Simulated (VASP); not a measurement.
Input of a VASP 6.6.1 run:

INCAR

```
SYSTEM = MoS2
PREC = Accurate
ENCUT = 520
EDIFF = 1E-7
ISMEAR = -1
SIGMA = 0.03
LREAL = .FALSE.
LASPH = .TRUE.
NELM = 80
ALGO = Normal
ISIF = 2
LWAVE = .FALSE.
LCHARG = .FALSE.
GGA = PE
NBANDS = 35
```

Contents of KPOINTS:

```
regular mesh
0
G
  10 10 3
  0 0 0
```

POSCAR

```
MoS2
1.0
    3.1504296109      0.0000000000      0.0000000000
   -1.5752148055      2.7283520759      0.0000000000
    0.0000000000      0.0000000000     12.2538792915
Mo S
2 4
Direct
    0.3333333333      0.6666666667      0.2500000000
    0.6666666667      0.3333333333      0.7500000000
    0.3333333333      0.6666666667      0.6275000000
    0.6666666667      0.3333333333      0.1275000000
    0.3333333333      0.6666666667      0.8725000000
    0.6666666667      0.3333333333      0.3725000000
```

Potentials or basis: VASP PAW PBE potentials, release 64 (Mo_sv, S).

Command:

```sh
$ cat potpaw_PBE.64/Mo_sv/POTCAR potpaw_PBE.64/S/POTCAR > POTCAR
$ mpirun -np 1 vasp_std > vasp.out
```

Problem. What does it give for the pressure?

Solution. 10.5 GPa.

Problem. What does it give for the largest force?

Solution. 1.387 eV/Å.

Forces on the atoms (eV/Å):
```
Mo   0.000  0.000  0.000
Mo   0.000  0.000  0.000
S    0.000  0.000 -1.387
S    0.000  0.000 -1.387
S    0.000  0.000  1.387
S    0.000  0.000  1.387
```

Caveat: this functional lacks dispersion, which binds the layers, so the pressure and a relaxed spacing across them are unreliable; forces of over 1 eV/Å act on the atoms, so gaps and moduli don't describe the material at rest.
